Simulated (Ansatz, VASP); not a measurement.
## Ta4Al in VASP and in Ansatz

```
CELL_PARAMETERS angstrom
-2.96595 2.96595 2.96595
2.96595 -2.96595 2.96595
2.96595 2.96595 -2.96595
ATOMIC_POSITIONS crystal
Ta 0.00000 0.00000 0.50000
Ta 0.50000 0.00000 0.00000
Ta 0.50000 0.50000 0.50000
Ta 0.00000 0.50000 0.00000
Al 0.00000 0.00000 0.00000
```

Change from the starting cell: species swapped into the NiHg4 type (Im-3m, No. 229).

Alike in both runs: task relaxation of cell and atoms; functional PBE; k mesh 10 × 10 × 10; occupations gaussian, width 0.1 eV; no spin polarisation.

```csv
,VASP,Ansatz
version,VASP 6.6.1,Ansatz 0.2.0
potentials or method,"VASP PAW PBE potentials, release 64 (Ta_pv, Al), cutoff 600 eV","scalar-relativistic, plane waves, PAW"
valence electrons in the cell,47,55
```

|  | VASP | Ansatz | Ansatz less VASP |
| --- | --- | --- | --- |
| gap on the k mesh at the Fermi level, each at its own relaxed structure (eV) | none | none | - |
| relaxed volume (Å³/atom) | 20.86 | 20.85 | -0.005 |
| relaxed length of the cell vector where the two differ most in proportion (Å) | 5.136 | 5.135 | -0.0004 |

A gap of «none» marks a metal or a gap that the smearing closes. VASP's potentials hold 47 valence electrons a cell and Ansatz's 55, so a difference there can come from the potentials and not from the codes.

Neither program's run includes spin-orbit coupling.
